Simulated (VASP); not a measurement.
Ta3Si: single point with PBEsol

The system is Ta3Si.

```xyz
4
Lattice="0.0000 3.1978 3.1978 3.1978 0.0000 3.1978 3.1978 3.1978 0.0000" Properties=species:S:1:pos:R:3 pbc="T T T"
Ta    1.5989    1.5989    1.5989
Ta    4.7967    4.7967    4.7967
Ta    3.1978    3.1978    3.1978
Si    0.0000    0.0000    0.0000
```

```yaml
Program: VASP 6.6.1
Task: single point
Functional: PBEsol
Potentials_or_basis: VASP PAW PBE potentials, release 64 (Ta_pv, Si)
Cutoff: 520 eV
k_mesh: 12 × 12 × 12
Occupations: gaussian, width 0.1 eV
Spin: no spin polarisation
Dipole_correction: no
Further_INCAR_settings: ALGO = Fast; EDIFF = 1e-06; NBANDS = 26
```

- Pressure: 0.3 GPa

Levels at points of the mesh, in eV from the Fermi level:
| k point | band 14 | band 15 | band 16 | band 17 | band 18 | band 19 | band 20 | band 21 | band 22 | band 23 |
| --- | --- | --- | --- | --- | --- | --- | --- | --- | --- | --- |
| (0.00, 0.00, 0.00) | -3.87 | -3.87 | -0.85 | -0.85 | -0.85 | 0.02 | 2.64 | 2.64 | 2.64 | 4.30 |
| (0.50, 0.00, 0.00) | -2.17 | -1.76 | -1.76 | -0.94 | -0.94 | -0.68 | 0.30 | 0.30 | 3.07 | 3.07 |
| (0.50, 0.50, 0.00) | -2.49 | -2.49 | -1.65 | -1.55 | -1.55 | 0.18 | 1.15 | 1.15 | 2.31 | 3.02 |

Wall time 67 s on 1 thread of Intel(R) Xeon(R) 6975P-C (Granite Rapids), on a shared host, peak memory 0.27 GiB.

Caveat: the PAW data sets were made with another functional, which shifts forces and pressure a little; spin-orbit coupling is left out, which moves the levels of the heavy elements.
